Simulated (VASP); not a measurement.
# SnTe (Fm-3m) in VASP: notebook

SnTe is run at these levels: PBEsol; tasks: single point.

Program: VASP 6.6.1. These are calculated values, not measurements. Logs are shortened: lines on timing, memory, paths and dates and some standing lists are left out, and cuts for length are marked.

**1. The cell of the first run**

The structure is cubic, space group Fm-3m (No. 225). Conventional cell: a = 6.203 Å, b = 6.203 Å, c = 6.203 Å, α = 90.00°, β = 90.00°, γ = 90.00°. Within 4.1 Å of Sn (site symmetry m-3m) lie 6 Te at 3.10 Å. Te (site symmetry m-3m) has 6 Sn at 3.10 Å within 4.1 Å.

**2. Single point, PBEsol (volume scaled by 0.960)**

INCAR reads:

```
SYSTEM = SnTe
PREC = Accurate
ENCUT = 520
EDIFF = 1E-6
ISMEAR = 0
SIGMA = 0.05
LREAL = .FALSE.
LASPH = .TRUE.
NELM = 60
ALGO = Normal
ISIF = 2
LWAVE = .FALSE.
LCHARG = .TRUE.
GGA = PS
LELF = .TRUE.
LVHAR = .TRUE.
NBANDS = 17
```

KPOINTS reads:

```
Automatic mesh
0
G
  8 8 8
  0 0 0
```

POSCAR reads:

```
SnTe
1.0
    0.0000000000      3.1015963054      3.1015963054
    3.1015963054      0.0000000000      3.1015963054
    3.1015963054      3.1015963054      0.0000000000
Sn Te
1 1
Direct
    0.5000000000      0.5000000000      0.5000000000
    0.0000000000      0.0000000000      0.0000000000
```

Potentials or basis: VASP PAW PBE potentials, release 64 (Sn_d, Te).

Launch:

```sh
cat potpaw_PBE.64/Sn_d/POTCAR potpaw_PBE.64/Te/POTCAR > POTCAR
mpirun -np 1 vasp_std > vasp.out
```

OUTCAR:

```text
SYSTEM = SnTe
   PREC = Accurate
   ENCUT = 520
   EDIFF = 1E-6
   ISMEAR = 0
   LREAL = .FALSE.
   LASPH = .TRUE.
   NELM = 60
   ISIF = 2
   GGA = PS

 ion  position               nearest neighbor table
   1  0.500  0.500  0.500-   2 3.10   2 3.10   2 3.10   2 3.10   2 3.10   2 3.10
   2  0.000  0.000  0.000-   1 3.10   1 3.10   1 3.10   1 3.10   1 3.10   1 3.10

  LATTYP: Found a face centered cubic cell.
 ALAT       =     6.2031926108

  Lattice vectors:

 A1 = (   0.0000000000,   3.1015963054,   3.1015963054)
 A2 = (   3.1015963054,   0.0000000000,   3.1015963054)
 A3 = (   3.1015963054,   3.1015963054,   0.0000000000)

Analysis of symmetry for initial positions (statically):
=====================================================================
 Subroutine PRICEL returns:
 Original cell was already a primitive cell.

 Routine SETGRP: Setting up the symmetry group for a
 face centered cubic supercell.

 Subroutine GETGRP returns: Found 48 space group operations
 (whereof 48 operations were pure point group operations)
 out of a pool of 48 trial point group operations.

The static configuration has the point symmetry O_h .

Analysis of symmetry for dynamics (positions and initial velocities):
=====================================================================
 Subroutine PRICEL returns:
 Original cell was already a primitive cell.

 Routine SETGRP: Setting up the symmetry group for a
 face centered cubic supercell.

 Subroutine GETGRP returns: Found 48 space group operations
 (whereof 48 operations were pure point group operations)
 out of a pool of 48 trial point group operations.

The dynamic configuration has the point symmetry O_h .

 Subroutine INISYM returns: Found 48 space group operations
 (whereof 48 operations are pure point group operations),
 and found     1 'primitive' translations

----------------------------------------------------------------------------------------

                                     Primitive cell

  volume of cell :      59.6741

  direct lattice vectors                    reciprocal lattice vectors
     0.000000000  3.101596305  3.101596305    -0.161207311  0.161207311  0.161207311
     3.101596305  0.000000000  3.101596305     0.161207311 -0.161207311  0.161207311
     3.101596305  3.101596305  0.000000000     0.161207311  0.161207311 -0.161207311

  length of vectors
     4.386319560  4.386319560  4.386319560     0.279219253  0.279219253  0.279219253

  position of ions in fractional coordinates (direct lattice)
     0.500000000  0.500000000  0.500000000
     0.000000000  0.000000000  0.000000000

  ion indices of the primitive-cell ions
   primitive index   ion index
                 1           1
                 2           2

----------------------------------------------------------------------------------------

 KPOINTS: Automatic mesh

Automatic generation of k-mesh.
 Grid dimensions read from file:
 generate k-points for:    8    8    8

 Generating k-lattice:

  Cartesian coordinates                     Fractional coordinates (reciprocal lattice)
    -0.020150914  0.020150914  0.020150914     0.125000000  0.000000000  0.000000000
     0.020150914 -0.020150914  0.020150914     0.000000000  0.125000000  0.000000000
     0.020150914  0.020150914 -0.020150914     0.000000000  0.000000000  0.125000000

  Length of vectors
     0.034902407  0.034902407  0.034902407

  Shift w.r.t. Gamma in fractional coordinates (k-lattice)
     0.000000000  0.000000000  0.000000000

 Subroutine IBZKPT returns following result:
 ===========================================

 Found     29 irreducible k-points:

 Following reciprocal coordinates:
            Coordinates               Weight
  0.000000  0.000000  0.000000      1.000000
  0.125000  0.000000  0.000000      8.000000
  0.250000  0.000000  0.000000      8.000000
  0.375000  0.000000  0.000000      8.000000
  0.500000  0.000000  0.000000      4.000000
  0.125000  0.125000  0.000000      6.000000
[... 16 lines left out ...]
  0.500000  0.250000  0.125000     48.000000
 -0.375000  0.250000  0.125000     24.000000
 [... further k-points ...]
   k-points           NKPTS =     29   k-points in BZ     NKDIM =     29   number of bands    NBANDS=     17
   number of dos      NEDOS =    301   number of ions     NIONS =      2
   total plane-waves  NPLWV =  46656
   dimension x,y,z NGX =    36 NGY =   36 NGZ =   36
   dimension x,y,z NGXF=    72 NGYF=   72 NGZF=   72
   ions per type =               1   1
   NGX,Y,Z   is equivalent  to a cutoff of  13.64, 13.64, 13.64 a.u.
   NGXF,Y,Z  is equivalent  to a cutoff of  27.29, 27.29, 27.29 a.u.
 SYSTEM =  SnTe
   PREC   = accura    normal or accurate (medium, high low for compatibility)
   ISTART =      0    job   : 0-new  1-cont  2-samecut
   ICHARG =      2    charge: 1-file 2-atom 10-const
   ISPIN  =      1    spin polarized calculation?
   LNONCOLLINEAR =      F non collinear calculations
   LSORBIT =      F    spin-orbit coupling
   LASPH  =      T    aspherical Exc in radial PAW
   ENCUT  =  520.0 eV  38.22 Ry    6.18 a.u.   8.16  8.16  8.16*2*pi/ulx,y,z
   NELM   =     60;   NELMIN=  2; NELMDL= -5     # of ELM steps
   EDIFF  = 0.1E-05   stopping-criterion for ELM
   LREAL  =      F    real-space projection
   EDIFFG = 0.1E-04   stopping-criterion for IOM
   NSW    =      0    number of steps for IOM
   IBRION =     -1    ionic relax: 0-MD 1-quasi-New 2-CG
   NFREE  =      0    steps in history (QN), initial steepest desc. (CG)
   ISIF   =      2    stress and relaxation
   ISYM   =      2    0-nonsym 1-usesym 2-fastsym
   POTIM  = 0.5000    time-step for ionic-motion
   TEBEG  =    0.0;   TEEND  =   0.0 temperature during run
   PSTRESS=    0.0 pullay stress
   NELECT =      20.0000    total number of electrons
   NUPDOWN=      -1.0000    fix difference up-down
   EMIN   =  10.00;   EMAX   =-10.00  energy-range for DOS
   EFERMI =   0.00;   METHOD = LEGACY
   ISMEAR =     0;   SIGMA  =   0.05  broadening in eV -4-tet -1-fermi 0-gaus
   EFERMI_NEDOS =   21; number of points for ismear=-14 and -15
   IALGO  =     38    algorithm
   IMIX   =      4    mixing-type and parameters
     AMIX     =   0.40;   BMIX     =  1.00
     AMIX_MAG =   1.60;   BMIX_MAG =  1.00
  volume/ion in A,a.u.               =      29.84       201.35
  Fermi-wavevector in a.u.,A,eV,Ry     =   1.137163  2.148927 17.594248  1.293141
  Thomas-Fermi vector in A             =   2.273868
   LORBIT       =      0    0 simple, 1 ext, 2 COOP (PROOUT), +10 PAW based schemes
   GGA     = PS    functional components
   LHFCALC =     F    Hartree Fock is set to
   AEXX    =    0.0000 exact exchange contribution
   IVDW    =     0    specifies the selected vdW correction
   LEPSILON=     F    determine dielectric tensor
   LRPA    =     F    only Hartree local field effects (RPA)
 non-spin polarized calculation
 Gauss-broadening in eV      SIGMA  =   0.05
  energy-cutoff  :      520.00
  volume of cell :       59.67
 maximum number of plane-waves:      1639
 NGX is ok and might be reduce to    36
   NGX = 17   NGY = 17   NGZ = 17

 number of electron      19.9999999 magnetization

 Free energy of the ion-electron system (eV)
  ---------------------------------------------------
  ext. energy  EPLUGINS =         0.00000000
  ---------------------------------------------------
  free energy    TOTEN  =        -8.32110905 eV

  energy without entropy =       -8.32110893  energy(sigma->0) =       -8.32110899

 E-fermi :   7.4702     XC(G=0):  -9.8650

 val. band max:        7.3270237953   @ k =   0.5000   0.0000   0.0000
 cond. band min:       7.6134729585   @ k =   0.5000   0.0000   0.0000
 fundamental gap:      0.2864491632
 Fermi energy:         7.4702468923

 k-point     1 :       0.0000    0.0000    0.0000
  band No.  band energies     occupation
      1     -14.4042      2.00000
      2     -14.4042      2.00000
      3     -14.3942      2.00000
      4     -14.3942      2.00000
      5     -14.3942      2.00000
      6      -5.7721      2.00000
[... 9 lines left out ...]
     16      12.0396      0.00000
     17      13.9686      0.00000

 k-point     2 :       0.1250    0.0000    0.0000
  band No.  band energies     occupation
      1     -14.4050      2.00000
      2     -14.4050      2.00000
      3     -14.3939      2.00000
      4     -14.3931      2.00000
      5     -14.3931      2.00000
      6      -5.6304      2.00000
[... 9 lines left out ...]
     16      12.3776      0.00000
     17      15.1512      0.00000

 k-point     3 :       0.2500    0.0000    0.0000
  band No.  band energies     occupation
      1     -14.4073      2.00000
      2     -14.4073      2.00000
      3     -14.3933      2.00000
      4     -14.3901      2.00000
      5     -14.3901      2.00000
      6      -5.2289      2.00000
[... 9 lines left out ...]
     16      13.3018      0.00000
     17      17.3916      0.00000

 k-point     4 :       0.3750    0.0000    0.0000
  band No.  band energies     occupation
      1     -14.4098      2.00000
      2     -14.4098      2.00000
      3     -14.3927      2.00000
      4     -14.3869      2.00000
      5     -14.3869      2.00000
      6      -4.6797      2.00000
[... 9 lines left out ...]
     16      14.7317      0.00000
     17      17.9130      0.00000
[... 343 lines left out ...]
      1     -14.4134      2.00000
      2     -14.4042      2.00000
      3     -14.3946      2.00000
      4     -14.3877      2.00000
      5     -14.3873      2.00000
      6      -4.8988      2.00000
[... 9 lines left out ...]
     16      15.5784      0.00000
     17      15.7486      0.00000

 k-point    23 :       0.5000    0.2500    0.1250
  band No.  band energies     occupation
      1     -14.4151      2.00000
      2     -14.4063      2.00000
      3     -14.3926      2.00000
      4     -14.3870      2.00000
      5     -14.3850      2.00000
      6      -4.4140      2.00000
[... 9 lines left out ...]
     16      15.7173      0.00000
     17      17.1387      0.00000

 k-point    24 :      -0.3750    0.2500    0.1250
  band No.  band energies     occupation
      1     -14.4155      2.00000
      2     -14.4075      2.00000
      3     -14.3907      2.00000
      4     -14.3879      2.00000
      5     -14.3838      2.00000
      6      -4.1492      2.00000
[... 9 lines left out ...]
     16      16.8708      0.00000
     17      16.9408      0.00000

 [... further k-points ...]

------------------------ aborting loop because EDIFF is reached ----------------------------------------

  FORCE on cell =-STRESS in cart. coord.  units (eV):
  Direction    XX          YY          ZZ          XY          YZ          ZX
  --------------------------------------------------------------------------------------
  -------------------------------------------------------------------------------------
  Total        0.7967791      0.7967791      0.7967791      0.0000000      0.0000000     -0.0000000
  in kB       21.3925575     21.3925575     21.3925575      0.0000000      0.0000000     -0.0000000
  external PRESSURE =      21.3925575 kB  Pullay stress =       0.0000000 kB

 VOLUME and BASIS-vectors are now :
 -----------------------------------------------------------------------------
  energy-cutoff  :      520.00
  volume of cell :       59.67
      direct lattice vectors                 reciprocal lattice vectors
     0.000000000  3.101596305  3.101596305    -0.161207311  0.161207311  0.161207311
     3.101596305  0.000000000  3.101596305     0.161207311 -0.161207311  0.161207311
     3.101596305  3.101596305  0.000000000     0.161207311  0.161207311 -0.161207311

 POSITION                                       TOTAL-FORCE (eV/Angst)
 -----------------------------------------------------------------------------------
      3.10160      3.10160      3.10160         0.000000      0.000000      0.000000
      0.00000      0.00000      0.00000        -0.000000     -0.000000     -0.000000
 -----------------------------------------------------------------------------------
    total drift:                                0.000000      0.000000      0.000000

  FREE ENERGIE OF THE ION-ELECTRON SYSTEM (eV)
  ---------------------------------------------------
  free  energy   TOTEN  =        -8.3211090493 eV

  energy  without entropy=       -8.3211089288  energy(sigma->0) =       -8.32110899
```

It took 18 s on 1 thread of Intel Xeon 6975P-C (Granite Rapids), shared host; peak memory 0.2 GiB.

What came out:

| Quantity | Value |
| --- | --- |
| Free energy | -8.3211 eV |
| Pressure | 2.1 GPa |
| Band gap on the k mesh | 0.29 eV, direct |

Caveat: the cell differs from its parent crystal (volume scaled by 0.960); the PAW data sets were made with another functional, which shifts forces and pressure a little; spin-orbit coupling is left out, which moves the levels of the heavy elements. A k mesh can miss the band edges.

**3. Single point, PBEsol (volume scaled by 0.980)**

INCAR reads:

```
SYSTEM = SnTe
ALGO = Normal
EDIFF = 1E-7
ENCUT = 520
GGA = PS
ISIF = 2
ISMEAR = 0
LASPH = .TRUE.
LCHARG = .FALSE.
LREAL = .FALSE.
LWAVE = .FALSE.
NBANDS = 17
NELM = 100
PREC = Accurate
SIGMA = 0.05
```

KPOINTS reads:

```
k-points
0
G
  8 8 8
  0 0 0
```

POSCAR reads:

```
SnTe
1.0
    0.0000000000      3.1229873007      3.1229873007
    3.1229873007      0.0000000000      3.1229873007
    3.1229873007      3.1229873007      0.0000000000
Sn Te
1 1
Direct
    0.5000000000      0.5000000000      0.5000000000
    0.0000000000      0.0000000000      0.0000000000
```

Potentials or basis: VASP PAW PBE potentials, release 64 (Sn_d, Te).

Launch:

```sh
cat potpaw_PBE.64/Sn_d/POTCAR potpaw_PBE.64/Te/POTCAR > POTCAR
mpirun -np 1 vasp_std > vasp.out
```

Wall time 24 s (1 thread of Intel Xeon 6975P-C (Granite Rapids), shared host); peak memory 0.2 GiB.

Results (log left out):

```yaml
Free_energy: -8.3337 eV
Pressure: 1.0 GPa
Band_gap_on_the_k_mesh: 0.22 eV, direct
```

Levels at points of the mesh, in eV from the valence-band top:
```
           k point  band 7  band 8  band 9  band 10  band 11  band 12  band 13  band 14
(0.00, 0.00, 0.00)   -4.54   -2.14   -2.14    -2.14     3.46     3.46     3.46     4.74
(0.50, 0.00, 0.00)   -8.44   -1.79   -1.79     0.00     0.22     0.37     0.37     7.83
(0.50, 0.50, 0.00)   -6.45   -5.73   -3.81    -3.81     2.06     5.11     5.11     6.64
```

Caveat: the cell differs from its parent crystal (volume scaled by 0.980); the PAW data sets were made with another functional, which shifts forces and pressure a little; spin-orbit coupling is left out, which moves the levels of the heavy elements. A k mesh can miss the band edges.

**4. Single point, PBEsol**

This run uses another cell than the first one, of 31.76 Å³/atom, 1.065 times its volume.

INCAR reads:

```
PREC     = Accurate       # precision mode
ENCUT    = 520            # plane-wave cutoff, eV
EDIFF    = 1E-6           # SCF threshold, eV
ISMEAR   = 0              # smearing method
SIGMA    = 0.05           # smearing width, eV
LREAL    = F              # projectors in reciprocal space
LASPH    = T              # aspherical terms in the spheres
NELM     = 80             # most SCF steps
ALGO     = Normal         # electronic algorithm
ISIF     = 2              # what is computed and relaxed
LWAVE    = F              # write WAVECAR
LCHARG   = T              # write CHGCAR
GGA      = PS             # functional
LELF     = T              # ELF
LVHAR    = T            
NBANDS   = 17             # bands
```

KPOINTS reads:

```
regular mesh
0
Gamma
  8 8 8
```

POSCAR reads:

```
SnTe
1.0
    0.0000000000      3.1669885396      3.1669885396
    3.1669885396      0.0000000000      3.1669885396
    3.1669885396      3.1669885396      0.0000000000
Sn Te
1 1
Direct
    0.5000000000      0.5000000000      0.5000000000
    0.0000000000      0.0000000000      0.0000000000
```

Launch:

```sh
cat potpaw_PBE.64/Sn_d/POTCAR potpaw_PBE.64/Te/POTCAR > POTCAR
mpirun -np 1 vasp_std > vasp.out
```

Wall time 22 s (1 thread of Intel Xeon 6975P-C (Granite Rapids), shared host); peak memory 0.2 GiB.

The run converged. Its results:

```yaml
Free_energy: -8.3340 eV
Pressure: -1.0 GPa
Band_gap_on_the_k_mesh: 0.10 eV, direct
```

Levels at points of the mesh, in eV from the valence-band top:
| k point | band 7 | band 8 | band 9 | band 10 | band 11 | band 12 | band 13 | band 14 |
| --- | --- | --- | --- | --- | --- | --- | --- | --- |
| (0.00, 0.00, 0.00) | -4.73 | -2.05 | -2.05 | -2.05 | 3.34 | 3.34 | 3.34 | 4.78 |
| (0.50, 0.00, 0.00) | -8.24 | -1.72 | -1.72 | 0.00 | 0.10 | 0.41 | 0.41 | 7.69 |
| (0.50, 0.50, 0.00) | -6.44 | -5.45 | -3.63 | -3.63 | 2.20 | 4.88 | 4.88 | 6.29 |

Caveat: the PAW data sets were made with another functional, which shifts forces and pressure a little; spin-orbit coupling is left out, which moves the levels of the heavy elements.

**5. Single point, PBEsol (volume scaled by 1.020)**

INCAR reads:

```
SYSTEM = SnTe
PREC = Accurate ; ENCUT = 520
EDIFF = 1E-7 ; ISMEAR = 0
SIGMA = 0.05 ; LREAL = .FALSE.
LASPH = .TRUE. ; NELM = 80
ALGO = Normal ; ISIF = 2
LWAVE = .FALSE. ; LCHARG = .TRUE.
GGA = PS ; LELF = .TRUE.
LVHAR = .TRUE. ; NBANDS = 17
```

KPOINTS reads:

```
regular mesh
0
G
  8 8 8
  0 0 0
```

POSCAR reads:

```
SnTe
1.0
    0.0000000000      3.1649115960      3.1649115960
    3.1649115960      0.0000000000      3.1649115960
    3.1649115960      3.1649115960      0.0000000000
Sn Te
1 1
Direct
    0.5000000000      0.5000000000      0.5000000000
    0.0000000000      0.0000000000      0.0000000000
```

Launch:

```sh
cat potpaw_PBE.64/Sn_d/POTCAR potpaw_PBE.64/Te/POTCAR > POTCAR
mpirun -np 1 vasp_std > vasp.out
```

It took 24 s on 1 thread of Intel Xeon 6975P-C (Granite Rapids), shared host; peak memory 0.21 GiB.

The run converged. Its results:

```
Free energy            : -8.3347 eV
Pressure               : -0.9 GPa
Band gap on the k mesh : 0.10 eV, direct
```

Levels at points of the mesh, in eV from the valence-band top:
| k point | band 6 | band 7 | band 8 | band 9 | band 10 | band 11 | band 12 | band 13 | band 14 | band 15 |
| --- | --- | --- | --- | --- | --- | --- | --- | --- | --- | --- |
| (0.00, 0.00, 0.00) | -12.68 | -4.72 | -2.05 | -2.05 | -2.05 | 3.35 | 3.35 | 3.35 | 4.78 | 4.78 |
| (0.50, 0.00, 0.00) | -11.43 | -8.24 | -1.72 | -1.72 | 0.00 | 0.10 | 0.41 | 0.41 | 7.70 | 8.70 |
| (0.50, 0.50, 0.00) | -11.13 | -6.44 | -5.46 | -3.64 | -3.64 | 2.19 | 4.89 | 4.89 | 6.31 | 9.04 |

Caveat: the cell differs from its parent crystal (volume scaled by 1.020); the PAW data sets were made with another functional, which shifts forces and pressure a little; spin-orbit coupling is left out, which moves the levels of the heavy elements. A k mesh can miss the band edges.

**6. Overview**

| cell | gap on the mesh (eV) | pressure (GPa) |
| --- | --- | --- |
| a = 4.386 Å, angles 60.0°, 2 atoms | 0.29 | 2.1 |
| a = 4.417 Å, angles 60.0°, 2 atoms | 0.22 | 1.0 |
| a = 4.479 Å, angles 60.0°, 2 atoms | 0.10 | -1.0 |
| a = 4.476 Å, angles 60.0°, 2 atoms | 0.10 | -0.9 |

Alike in all rows: task single point; level PBEsol; potentials or basis VASP PAW PBE potentials, release 64 (Sn_d, Te); no spin polarisation; k mesh 8 × 8 × 8; cutoff (eV) 520; smearing gaussian 0.05 eV.

Caveats: the PAW data sets were made with another functional, which shifts forces and pressure a little; spin-orbit coupling is left out, which moves the levels of the heavy elements.

Total energies depend on the potentials used, so only differences within one code and one set of settings carry meaning.
